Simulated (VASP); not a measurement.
Set up this calculation in VASP 6.6.1, as the native input.

```yaml
Task: single point
Functional: PBE
Potentials_or_basis: VASP PAW PBE potentials, release 64 (Al, N)
Cutoff: 600 eV
k_mesh: 10 × 10 × 10
Occupations: gaussian, width 0.02 eV
Spin: no spin polarisation
Dipole_correction: no
Further_INCAR_settings: ALGO = Normal; EDIFF = 1e-06; NBANDS = 11
```

The structure of AlN lies in POSCAR:

```
AlN
1.0
    0.0000000000      2.2726924228      2.2726924228
    2.2726924228      0.0000000000      2.2726924228
    2.2726924228      2.2726924228      0.0000000000
Al N
1 1
Direct
    0.0000000000      0.0000000000      0.0000000000
    0.7500000000      0.7500000000      0.7500000000
```

This cell differs from its parent crystal: volume scaled by 1.10.

The input as run:

INCAR

```
SYSTEM = AlN
PREC = Accurate
ENCUT = 600
EDIFF = 1E-6
ISMEAR = 0
SIGMA = 0.02
LREAL = .FALSE.
LASPH = .TRUE.
NELM = 120
ALGO = Normal
ISIF = 2
LWAVE = .FALSE.
LCHARG = .FALSE.
GGA = PE
NBANDS = 11
GGA_COMPAT = .FALSE.
```

KPOINTS

```
Automatic mesh
0
G
  10 10 10
  0 0 0
```

Potentials or basis: VASP PAW PBE potentials, release 64 (Al, N).

Run with:

```console
$ cat potpaw_PBE.64/Al/POTCAR potpaw_PBE.64/N/POTCAR > POTCAR
$ mpirun -np 1 vasp_std > vasp.out
```

Results of the run:

```json
{"Pressure": "-15.6 GPa", "Band gap on the k mesh": "3.18 eV, direct"}
```

Wall time 13 s on 1 thread of Intel(R) Xeon(R) Platinum 8488C (Sapphire Rapids), on a shared host, peak memory 0.16 GiB.
